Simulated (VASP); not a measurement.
# Yb (P6_3/mmc) in VASP: a series of runs

The runs below take Yb through single point, with LDA+U.

Everything below comes from runs of VASP 6.6.1. Logs are shortened: lines on timing, memory, paths and dates and some standing lists are left out, and cuts for length are marked.

## (1) The cell of the first run

The structure is hexagonal, space group P6_3/mmc (No. 194). Conventional cell: a = 3.880 Å, b = 3.880 Å, c = 6.386 Å, α = 90.00°, β = 90.00°, γ = 120.00°. Within 5.1 Å of Yb (site symmetry -6m2) lie 12 Yb at 3.88 to 3.90 Å.

This isn't the form of Yb at room conditions, which is fcc.

## (2) Single point, LDA+U, collinear spin, ferromagnetic start

Input file INCAR:

```
PREC = Accurate ; ENCUT = 520
EDIFF = 1E-6 ; ISMEAR = -1
SIGMA = 0.1 ; LREAL = False
LASPH = True ; NELM = 150
ALGO = Normal ; ISIF = 2
LWAVE = False ; LCHARG = False
ISPIN = 2 ; MAGMOM = 1 1
LORBIT = 11 ; LMAXMIX = 6
LDAU = True ; LDAUTYPE = 2
LDAUL = 3 ; LDAUU = 5.6
LDAUJ = 0 ; LDAUPRINT = 1
GGA = CA ; NBANDS = 35
```

Input file KPOINTS:

```
regular mesh
0
Gamma
  7 7 4
```

Input file POSCAR:

```
Yb
1.0
    3.8798991500      0.0000000000      0.0000000000
   -1.9399495700      3.3600912300      0.0000000000
    0.0000000000      0.0000000000      6.3859000000
Yb
2
Direct
    0.3333333300      0.6666666700      0.2500000000
    0.6666666700      0.3333333300      0.7500000000
```

Potentials or basis: VASP PAW PBE potentials, release 64 (Yb).

Command:

```console
cat potpaw_PBE.64/Yb/POTCAR > POTCAR
mpirun -np 1 vasp_std > vasp.out
```

OUTCAR:

```text
PREC = Accurate
   ENCUT = 520
   EDIFF = 1E-6
   ISMEAR = -1
   LREAL = False
   LASPH = True
   NELM = 150
   ISIF = 2
   ISPIN = 2
   LORBIT = 11
   GGA = CA

 ion  position               nearest neighbor table
   1  0.333  0.667  0.250-
   2  0.667  0.333  0.750-

  LATTYP: Found a hexagonal cell.
 ALAT       =     3.8798991500
 C/A-ratio  =     1.6458932960

  Lattice vectors:

 A1 = (   3.8798991500,   0.0000000000,   0.0000000000)
 A2 = (  -1.9399495700,   3.3600912300,   0.0000000000)
 A3 = (   0.0000000000,   0.0000000000,   6.3859000000)

Analysis of symmetry for initial positions (statically):
=====================================================================
 Subroutine PRICEL returns:
 Original cell was already a primitive cell.

 Routine SETGRP: Setting up the symmetry group for a
 hexagonal supercell.

 Subroutine GETGRP returns: Found 24 space group operations
 (whereof 12 operations were pure point group operations)
 out of a pool of 24 trial point group operations.

The static configuration has the point symmetry D_3d.
 The point group associated with its full space group is D_6h.

Analysis of symmetry for dynamics (positions and initial velocities):
=====================================================================
 Subroutine PRICEL returns:
 Original cell was already a primitive cell.

 Routine SETGRP: Setting up the symmetry group for a
 hexagonal supercell.

 Subroutine GETGRP returns: Found 24 space group operations
 (whereof 12 operations were pure point group operations)
 out of a pool of 24 trial point group operations.

The dynamic configuration has the point symmetry D_3d.
 The point group associated with its full space group is D_6h.

Analysis of structural, dynamic, and magnetic symmetry:
=====================================================================
 Subroutine PRICEL returns:
 Original cell was already a primitive cell.

 Routine SETGRP: Setting up the symmetry group for a
 hexagonal supercell.

 Subroutine GETGRP returns: Found 24 space group operations
 (whereof 12 operations were pure point group operations)
 out of a pool of 24 trial point group operations.

The overall configuration has the point symmetry D_3d.
 The point group associated with its full space group is D_6h.

 Subroutine INISYM returns: Found 24 space group operations
 (whereof 12 operations are pure point group operations),
 and found     1 'primitive' translations

----------------------------------------------------------------------------------------

                                     Primitive cell

  volume of cell :      83.2518

  direct lattice vectors                    reciprocal lattice vectors
     3.879899150  0.000000000  0.000000000     0.257738658  0.148805483  0.000000000
    -1.939949570  3.360091230  0.000000000     0.000000000  0.297610967  0.000000000
     0.000000000  0.000000000  6.385900000     0.000000000  0.000000000  0.156594998
[... 167 lines left out ...]

atom =   2  type =  1  l = 3

 onsite density matrix

spin component  1

  0.9863  0.0000  0.0000  0.0000 -0.0000 -0.0000 -0.0000
  0.0000  0.9877  0.0000 -0.0000 -0.0000 -0.0000 -0.0000
  0.0000  0.0000  0.9884  0.0000  0.0000 -0.0000  0.0000
  0.0000 -0.0000  0.0000  0.9859 -0.0000  0.0000  0.0000
 -0.0000 -0.0000  0.0000 -0.0000  0.9884  0.0000  0.0000
 -0.0000 -0.0000 -0.0000  0.0000  0.0000  0.9877  0.0000
 -0.0000 -0.0000  0.0000  0.0000  0.0000  0.0000  0.9885

spin component  2

  0.9863  0.0000  0.0000  0.0000 -0.0000 -0.0000 -0.0000
  0.0000  0.9877  0.0000 -0.0000  0.0000 -0.0000  0.0000
  0.0000  0.0000  0.9885 -0.0000  0.0000  0.0000  0.0000
  0.0000 -0.0000 -0.0000  0.9859 -0.0000  0.0000  0.0000
 -0.0000  0.0000  0.0000 -0.0000  0.9885  0.0000  0.0000
 -0.0000 -0.0000  0.0000  0.0000  0.0000  0.9877  0.0000
 -0.0000  0.0000  0.0000  0.0000  0.0000  0.0000  0.9886

 occupancies and eigenvectors

  o =  0.9859  v = -0.0000  0.0000  0.0000  1.0000  0.0000 -0.0000 -0.0000  0.0000  0.0000  0.0000  0.0000  0.0000  0.0000  0.0000      0.0000  0.0000  0.0000  0.0000  0.0000  0.0000  0.0000  0.0000  0.0000  0.0000  0.0000  0.0000  0.0000  0.0000
  o =  0.9859  v =  0.0000  0.0000  0.0000  0.0000  0.0000  0.0000  0.0000 -0.0000  0.0000  0.0000  1.0000  0.0000 -0.0000 -0.0000      0.0000  0.0000  0.0000  0.0000  0.0000  0.0000  0.0000  0.0000  0.0000  0.0000  0.0000  0.0000  0.0000  0.0000
  o =  0.9863  v =  1.0000 -0.0000 -0.0000  0.0000  0.0000  0.0000  0.0000  0.0000  0.0000  0.0000  0.0000  0.0000  0.0000  0.0000      0.0000  0.0000  0.0000  0.0000  0.0000  0.0000  0.0000  0.0000  0.0000  0.0000  0.0000  0.0000  0.0000  0.0000
  o =  0.9863  v =  0.0000  0.0000  0.0000  0.0000  0.0000  0.0000  0.0000  1.0000 -0.0000 -0.0000  0.0000  0.0000  0.0000  0.0000      0.0000  0.0000  0.0000  0.0000  0.0000  0.0000  0.0000  0.0000  0.0000  0.0000  0.0000  0.0000  0.0000  0.0000
  o =  0.9877  v =  0.0000 -0.5210  0.0000  0.0000  0.0000 -0.8535  0.0000  0.0000  0.0000  0.0000  0.0000  0.0000  0.0000  0.0000      0.0000  0.0000  0.0000  0.0000  0.0000  0.0000  0.0000  0.0000  0.0000  0.0000  0.0000  0.0000  0.0000  0.0000
  o =  0.9877  v = -0.0000 -0.8535  0.0000  0.0000  0.0000  0.5210  0.0000  0.0000  0.0000  0.0000  0.0000  0.0000  0.0000  0.0000      0.0000  0.0000  0.0000  0.0000  0.0000  0.0000  0.0000  0.0000  0.0000  0.0000  0.0000  0.0000  0.0000  0.0000
  o =  0.9877  v =  0.0000  0.0000  0.0000  0.0000  0.0000  0.0000  0.0000  0.0000 -0.4655  0.0000  0.0000 -0.0000 -0.8850  0.0000      0.0000  0.0000  0.0000  0.0000  0.0000  0.0000  0.0000  0.0000  0.0000  0.0000  0.0000  0.0000  0.0000  0.0000
  o =  0.9877  v =  0.0000  0.0000  0.0000  0.0000  0.0000  0.0000  0.0000 -0.0000 -0.8850  0.0000  0.0000 -0.0000  0.4655  0.0000      0.0000  0.0000  0.0000  0.0000  0.0000  0.0000  0.0000  0.0000  0.0000  0.0000  0.0000  0.0000  0.0000  0.0000
  o =  0.9884  v = -0.0000  0.0000 -0.5622  0.0000  0.8270  0.0000  0.0000  0.0000  0.0000  0.0000  0.0000  0.0000  0.0000  0.0000      0.0000  0.0000  0.0000  0.0000  0.0000  0.0000  0.0000  0.0000  0.0000  0.0000  0.0000  0.0000  0.0000  0.0000
  o =  0.9884  v =  0.0000 -0.0000 -0.8270  0.0000 -0.5622 -0.0000  0.0000  0.0000  0.0000  0.0000  0.0000  0.0000  0.0000  0.0000      0.0000  0.0000  0.0000  0.0000  0.0000  0.0000  0.0000  0.0000  0.0000  0.0000  0.0000  0.0000  0.0000  0.0000
  o =  0.9885  v =  0.0000  0.0000  0.0000  0.0000  0.0000  0.0000  0.0000 -0.0000 -0.0000 -0.5622  0.0000  0.8270  0.0000  0.0000      0.0000  0.0000  0.0000  0.0000  0.0000  0.0000  0.0000  0.0000  0.0000  0.0000  0.0000  0.0000  0.0000  0.0000
  o =  0.9885  v =  0.0000  0.0000  0.0000  0.0000  0.0000  0.0000  0.0000  0.0000  0.0000 -0.8270  0.0000 -0.5622 -0.0000  0.0000      0.0000  0.0000  0.0000  0.0000  0.0000  0.0000  0.0000  0.0000  0.0000  0.0000  0.0000  0.0000  0.0000  0.0000
  o =  0.9885  v = -0.0000  0.0000  0.0000  0.0000  0.0000  0.0000  1.0000  0.0000  0.0000  0.0000  0.0000  0.0000  0.0000  0.0000      0.0000  0.0000  0.0000  0.0000  0.0000  0.0000  0.0000  0.0000  0.0000  0.0000  0.0000  0.0000  0.0000  0.0000
  o =  0.9886  v =  0.0000  0.0000  0.0000  0.0000  0.0000  0.0000  0.0000 -0.0000  0.0000  0.0000  0.0000  0.0000  0.0000  1.0000      0.0000  0.0000  0.0000  0.0000  0.0000  0.0000  0.0000  0.0000  0.0000  0.0000  0.0000  0.0000  0.0000  0.0000

 number of electron      48.0000034 magnetization       0.0000135

 Free energy of the ion-electron system (eV)
  ---------------------------------------------------
  ext. energy  EPLUGINS =         0.00000000
  ---------------------------------------------------
  free energy    TOTEN  =        -6.61940490 eV

  energy without entropy =       -6.54850088  energy(sigma->0) =       -6.58395289

 E-fermi :   0.8873     XC(G=0):  -9.0517

 val. band max:        0.8582701607   @ k =   0.2857   0.2857   0.2500
 cond. band min:       0.9175695915   @ k =   0.2857   0.0000   0.0000
 fundamental gap:      0.0592994308
 Fermi energy:         0.8872789751

 spin component 1

 k-point     1 :       0.0000    0.0000    0.0000
  band No.  band energies     occupation
      1     -49.8070      1.00000
      2     -49.7983      1.00000
      3     -22.6507      1.00000
      4     -22.4597      1.00000
      5     -22.4597      1.00000
      6     -22.4292      1.00000
[... 901 lines left out ...]
     34       7.0737      0.00000
     35       7.6070      0.00000
 Fermi energy:         0.8872789751

 spin component 2

 k-point     1 :       0.0000    0.0000    0.0000
  band No.  band energies     occupation
      1     -49.8070      1.00000
      2     -49.7982      1.00000
      3     -22.6506      1.00000
      4     -22.4597      1.00000
      5     -22.4597      1.00000
      6     -22.4292      1.00000
[... 901 lines left out ...]
     34       7.0752      0.00000
     35       7.6070      0.00000

------------------------ aborting loop because EDIFF is reached ----------------------------------------

  FORCE on cell =-STRESS in cart. coord.  units (eV):
  Direction    XX          YY          ZZ          XY          YZ          ZX
  --------------------------------------------------------------------------------------
  -------------------------------------------------------------------------------------
  Total       -1.4175768     -1.4175768     -1.3651375     -0.0000000      0.0000000      0.0000000
  in kB      -27.2812065    -27.2812066    -26.2720138     -0.0000000      0.0000000      0.0000000
  external PRESSURE =     -26.9448090 kB  Pullay stress =       0.0000000 kB

 VOLUME and BASIS-vectors are now :
 -----------------------------------------------------------------------------
  energy-cutoff  :      520.00
  volume of cell :       83.25
      direct lattice vectors                 reciprocal lattice vectors
     3.879899150  0.000000000  0.000000000     0.257738658  0.148805483  0.000000000
    -1.939949570  3.360091230  0.000000000     0.000000000  0.297610967  0.000000000
     0.000000000  0.000000000  6.385900000     0.000000000  0.000000000  0.156594998

 POSITION                                       TOTAL-FORCE (eV/Angst)
 -----------------------------------------------------------------------------------
     -0.00000      2.24006      1.59648        -0.000000      0.000000      0.000000
      1.93995      1.12003      4.78943         0.000000     -0.000000      0.000000
 -----------------------------------------------------------------------------------
    total drift:                               -0.000022      0.000013     -0.000000

  FREE ENERGIE OF THE ION-ELECTRON SYSTEM (eV)
  ---------------------------------------------------
  free  energy   TOTEN  =        -6.6194049026 eV

  energy  without entropy=       -6.5485008845  energy(sigma->0) =       -6.58395289

 total charge

# of ion       s       p       d       f       tot
--------------------------------------------------
    1        2.211   5.957   0.166  13.820  22.154
    2        2.211   5.957   0.166  13.820  22.154
--------------------------------------------------
tot          4.422  11.914   0.331  27.639  44.307

 magnetization (x)

# of ion       s       p       d       f       tot
--------------------------------------------------
    1       -0.000  -0.000   0.000  -0.000   0.000
    2       -0.000  -0.000   0.000  -0.000   0.000
--------------------------------------------------
tot         -0.000  -0.000   0.000  -0.000   0.000
```

It took 3.5 min on 1 thread of Intel Xeon 6975P-C (Granite Rapids), shared host; peak memory 0.24 GiB.

What came out:

* Free energy: -6.6194 eV
* Pressure: -2.7 GPa
* Band gap on the k mesh: zero (filled and empty bands overlap)
* Net moment: 0.00 μB per cell
* Valence electrons inside the program's atomic spheres: Yb 22.15

Stress tensor (GPa, compression positive):
```
-2.73  0.00  0.00
 0.00 -2.73  0.00
 0.00  0.00 -2.63
```

Eigenvalues of the final occupation matrices:
```
    site  spin  trace                         eigenvalues
site 1 f     1   6.91  0.99 0.99 0.99 0.99 0.99 0.99 0.99
site 1 f     2   6.91  0.99 0.99 0.99 0.99 0.99 0.99 0.99
site 2 f     1   6.91  0.99 0.99 0.99 0.99 0.99 0.99 0.99
site 2 f     2   6.91  0.99 0.99 0.99 0.99 0.99 0.99 0.99
```

Caveat: the PAW data sets were made with another functional, which shifts forces and pressure a little; spin-orbit coupling is left out, which moves the levels of the heavy elements.

## (3) Single point, LDA+U, collinear spin

Input file INCAR:

```
PREC = Accurate ; ENCUT = 520
EDIFF = 1E-6 ; ISMEAR = -1
SIGMA = 0.1 ; LREAL = F
LASPH = T ; NELM = 150
ALGO = Normal ; ISIF = 2
LWAVE = F ; LCHARG = F
ISPIN = 2 ; MAGMOM = 0.03 0.03
LORBIT = 11 ; LMAXMIX = 6
LDAU = T ; LDAUTYPE = 2
LDAUL = 3 ; LDAUU = 5.6
LDAUJ = 0 ; LDAUPRINT = 1
GGA = CA ; NBANDS = 35
```

Input file KPOINTS:

```
Automatic mesh
0
Gamma
  7 7 4
```

POSCAR is that of step 2.

Potentials or basis: VASP PAW PBE potentials, release 64 (Yb).

Command:

```console
cat potpaw_PBE.64/Yb/POTCAR > POTCAR
mpirun -np 1 vasp_std > vasp.out
```

OUTCAR:

```text
PREC = Accurate
   ENCUT = 520
   EDIFF = 1E-6
   ISMEAR = -1
   LREAL = F
   LASPH = T
   NELM = 150
   ISIF = 2
   ISPIN = 2
   LORBIT = 11
   GGA = CA

 ion  position               nearest neighbor table
   1  0.333  0.667  0.250-
   2  0.667  0.333  0.750-

  LATTYP: Found a hexagonal cell.
 ALAT       =     3.8798991500
 C/A-ratio  =     1.6458932960

  Lattice vectors:

 A1 = (   3.8798991500,   0.0000000000,   0.0000000000)
 A2 = (  -1.9399495700,   3.3600912300,   0.0000000000)
 A3 = (   0.0000000000,   0.0000000000,   6.3859000000)

Analysis of symmetry for initial positions (statically):
=====================================================================
 Subroutine PRICEL returns:
 Original cell was already a primitive cell.

 Routine SETGRP: Setting up the symmetry group for a
 hexagonal supercell.

[... 1197 lines left out ...]
      2     -49.7984      1.00000
      3     -22.6509      1.00000
      4     -22.4601      1.00000
      5     -22.4601      1.00000
      6     -22.4296      1.00000
[... 901 lines left out ...]
     34       7.0813      0.00000
     35       7.6068      0.00000

------------------------ aborting loop because EDIFF is reached ----------------------------------------

  FORCE on cell =-STRESS in cart. coord.  units (eV):
  Direction    XX          YY          ZZ          XY          YZ          ZX
  --------------------------------------------------------------------------------------
  -------------------------------------------------------------------------------------
  Total       -1.6074591     -1.6074591     -1.5480721     -0.0000000     -0.0000000      0.0000000
  in kB      -30.9354833    -30.9354833    -29.7925820     -0.0000000     -0.0000000      0.0000000
  external PRESSURE =     -30.5545162 kB  Pullay stress =       0.0000000 kB

 VOLUME and BASIS-vectors are now :
 -----------------------------------------------------------------------------
  energy-cutoff  :      520.00
  volume of cell :       83.25
      direct lattice vectors                 reciprocal lattice vectors
     3.879899150  0.000000000  0.000000000     0.257738658  0.148805483  0.000000000
    -1.939949570  3.360091230  0.000000000     0.000000000  0.297610967  0.000000000
     0.000000000  0.000000000  6.385900000     0.000000000  0.000000000  0.156594998

 POSITION                                       TOTAL-FORCE (eV/Angst)
 -----------------------------------------------------------------------------------
     -0.00000      2.24006      1.59648        -0.000000      0.000000      0.000000
      1.93995      1.12003      4.78943         0.000000     -0.000000      0.000000
 -----------------------------------------------------------------------------------
    total drift:                               -0.000022      0.000013     -0.000000

  FREE ENERGIE OF THE ION-ELECTRON SYSTEM (eV)
  ---------------------------------------------------
  free  energy   TOTEN  =        -6.6194057982 eV

  energy  without entropy=       -6.5484961276  energy(sigma->0) =       -6.58395096

 total charge

# of ion       s       p       d       f       tot
--------------------------------------------------
    1        2.211   5.957   0.166  13.820  22.154
    2        2.211   5.957   0.166  13.820  22.154
--------------------------------------------------
tot          4.422  11.915   0.331  27.639  44.307

 magnetization (x)

# of ion       s       p       d       f       tot
--------------------------------------------------
    1       -0.000   0.000   0.000  -0.000   0.000
    2       -0.000   0.000   0.000  -0.000   0.000
--------------------------------------------------
tot         -0.000   0.000   0.000  -0.000   0.000
```

OSZICAR:

```text
N       E                     dE             d eps       ncg     rms          rms(c)
DAV:   1     0.347775092084E+03    0.34778E+03   -0.15174E+04  4990   0.918E+03
DAV:   2     0.698073521171E+02   -0.27797E+03   -0.25773E+03  4698   0.943E+02
DAV:   3     0.559632750417E+01   -0.64211E+02   -0.62771E+02  4928   0.199E+02
DAV:   4    -0.508231104807E+01   -0.10679E+02   -0.10519E+02  6411   0.694E+01
[... 16 lines left out ...]
DAV:  21    -0.661942224827E+01    0.35947E-04   -0.19893E-05  5736   0.104E-01    0.215E+00
DAV:  22    -0.661940625431E+01    0.15994E-04   -0.21251E-05  5880   0.901E-02    0.112E+00
DAV:  23    -0.661940443326E+01    0.18211E-05   -0.56312E-06  4544   0.474E-02    0.588E-01
DAV:  24    -0.661940572790E+01   -0.12946E-05   -0.10105E-05  4179   0.170E-02    0.371E-01
DAV:  25    -0.661940579816E+01   -0.70268E-07   -0.84171E-07  2864   0.117E-02
   1 F= -.66194058E+01 E0= -.65839510E+01  d E =-.709097E-01  mag=     0.0000
```

It took 2.8 min on 1 thread of Intel Xeon 6975P-C (Granite Rapids), shared host; peak memory 0.24 GiB.

What came out:

```yaml
Free_energy: -6.6194 eV
Pressure: -3.1 GPa
Band_gap_on_the_k_mesh: zero (filled and empty bands overlap)
Net_moment: 0.00 μB per cell
Valence_electrons_inside_the_program's_atomic_spheres: Yb 22.15
```

Levels at points of the mesh, in eV from the Fermi level:
Spin up:
| k point | band 21 | band 22 | band 23 | band 24 | band 25 | band 26 | band 27 | band 28 |
| --- | --- | --- | --- | --- | --- | --- | --- | --- |
| (0.00, 0.00, 0.00) | -1.57 | -1.57 | -1.56 | -1.56 | 0.14 | 2.72 | 2.77 | 2.77 |
| (0.00, 0.00, 0.50) | -1.57 | -1.57 | -1.56 | -1.56 | 1.51 | 1.51 | 2.77 | 2.77 |
Spin down:
```tsv
k point	band 22	band 23	band 24	band 25	band 26	band 27
(0.00, 0.00, 0.00)	-1.57	-1.56	-1.56	0.14	2.72	2.77
(0.00, 0.00, 0.50)	-1.57	-1.56	-1.56	1.51	1.51	2.77
```

Eigenvalues of the final occupation matrices:
| site | spin | trace | eigenvalues |
| --- | --- | --- | --- |
| site 1 f | 1 | 6.91 | 0.99 0.99 0.99 0.99 0.99 0.99 0.99 |
| site 1 f | 2 | 6.91 | 0.99 0.99 0.99 0.99 0.99 0.99 0.99 |
| site 2 f | 1 | 6.91 | 0.99 0.99 0.99 0.99 0.99 0.99 0.99 |
| site 2 f | 2 | 6.91 | 0.99 0.99 0.99 0.99 0.99 0.99 0.99 |

Caveat: the cell stands under tension; the PAW data sets were made with another functional, which shifts forces and pressure a little; spin-orbit coupling is left out, which moves the levels of the heavy elements.

The gap in the log of VASP goes by the Fermi energy; the results here count the filled bands.